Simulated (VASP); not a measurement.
Write the native input for VASP 6.6.1 that does the following.

| Quantity | Value |
| --- | --- |
| Task | single point |
| Functional | r2SCAN |
| Potentials or basis | VASP PAW PBE potentials, release 64 (Rb_sv) |
| Cutoff | 520 eV |
| k mesh | 8 × 8 × 8 |
| Occupations | gaussian, width 0.1 eV |
| Spin | no spin polarisation |
| Dipole correction | no |
| Further INCAR settings | ALGO = Normal; EDIFF = 1e-06; NBANDS = 16 |

Rb:

```xyz
2
Lattice="5.8204 0.0000 0.0000 0.0000 5.8204 0.0000 0.0000 0.0000 5.5108" Properties=species:S:1:pos:R:3 pbc="T T T"
Rb    0.0000    0.0000    0.0000
Rb    2.9102    2.9102    2.7554
```

This cell differs from its parent crystal: biaxial strain in the a-b plane: -1.5 %.

The input as run:

POSCAR

```
Rb
1.0
    5.8203883672      0.0000000000      0.0000000000
    0.0000000000      5.8203883672      0.0000000000
    0.0000000000      0.0000000000      5.5108456045
Rb
2
Direct
    0.0000000000      0.0000000000      0.0000000000
    0.5000000000      0.5000000000      0.5000000000
```

INCAR.step1

```
ALGO = Normal ; EDIFF = 1E-4
ENCUT = 520 ; GGA = PE
ISMEAR = 0 ; LASPH = T
LCHARG = F ; LREAL = F
LWAVE = T ; NBANDS = 16
NELM = 100 ; PREC = Accurate
SIGMA = 0.1
```

INCAR.step2

```
ALGO = Normal ; EDIFF = 1E-6
ENCUT = 520 ; ISIF = 2
ISMEAR = 0 ; ISTART = 1
LASPH = T ; LCHARG = F
LMIXTAU = T ; LREAL = F
LWAVE = F ; METAGGA = R2SCAN
NBANDS = 16 ; NELM = 100
PREC = Accurate ; SIGMA = 0.1
```

KPOINTS

```
k-points
0
Gamma
  8 8 8
```

Potentials or basis: VASP PAW PBE potentials, release 64 (Rb_sv).

Command:

```bash
$ cat potpaw_PBE.64/Rb_sv/POTCAR > POTCAR
$ cp INCAR.step1 INCAR
$ mpirun -np 1 vasp_std > vasp.out
$ cp INCAR.step2 INCAR
$ mpirun -np 1 vasp_std > vasp.out
```

It gave:

```yaml
Pressure: 0.0 GPa
Band_gap_on_the_k_mesh: zero (bands 9 and 10 overlap by 2.01 eV)
```

Caveat: the cell differs from its parent crystal (biaxial strain in the a-b plane: -1.5 %); the PAW data sets were made with another functional, which shifts forces and pressure a little.

Wall time 7.4 min on 1 thread of AMD EPYC 9R45 96-Core Processor (Zen 5) (shared host), peak memory 0.41 GiB.
